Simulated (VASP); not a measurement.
Set up this calculation in VASP 6.6.1, as the native input.

- Task: single point
- Functional: PBEsol
- Potentials or basis: VASP PAW PBE potentials, release 64 (Lu)
- Cutoff: 520 eV
- k mesh: 13 × 13 × 8
- Occupations: fermi-dirac, width 0.03 eV
- Spin: no spin polarisation
- Dipole correction: no
- Further INCAR settings: ALGO = Normal; EDIFF = 1e-06; NBANDS = 32

The structure of Lu lies in POSCAR:

```
Lu
1.0
    3.5098988894      0.0000000000      0.0000000000
   -1.7549494447      3.0396616030      0.0000000000
    0.0000000000      0.0000000000      5.4552680000
Lu
2
Direct
    0.3333333333      0.6666666667      0.2500000000
    0.6666666667      0.3333333333      0.7500000000
```

This cell differs from its parent crystal: zz strain of -2 %.

These files were run (other wordings do the same):

INCAR

```
SYSTEM = Lu
  PREC = Accurate
  ENCUT = 520
  EDIFF = 1E-6
  ISMEAR = -1
  SIGMA = 0.03
  LREAL = .FALSE.
  LASPH = .TRUE.
  NELM = 60
  ALGO = Normal
  ISIF = 2
  LWAVE = .FALSE.
  LCHARG = .FALSE.
  GGA = PS
  NBANDS = 32
```

KPOINTS

```
regular mesh
0
G
  13 13 8
  0 0 0
```

Potentials or basis: VASP PAW PBE potentials, release 64 (Lu).

Launch:

```console
$ cat potpaw_PBE.64/Lu/POTCAR > POTCAR
$ mpirun -np 1 vasp_std > vasp.out
```

It gave:

- Pressure: -2.5 GPa
- Band gap on the k mesh: zero (bands 25 and 26 overlap by 1.86 eV)

Caveat: the cell differs from its parent crystal (zz strain of -2 %); the PAW data sets were made with another functional, which shifts forces and pressure a little; spin-orbit coupling is left out, which moves the levels of the heavy elements.

Run time: 110 s on 1 thread of Intel(R) Xeon(R) Platinum 8488C (Sapphire Rapids), with other jobs on the host, peak memory 0.29 GiB.
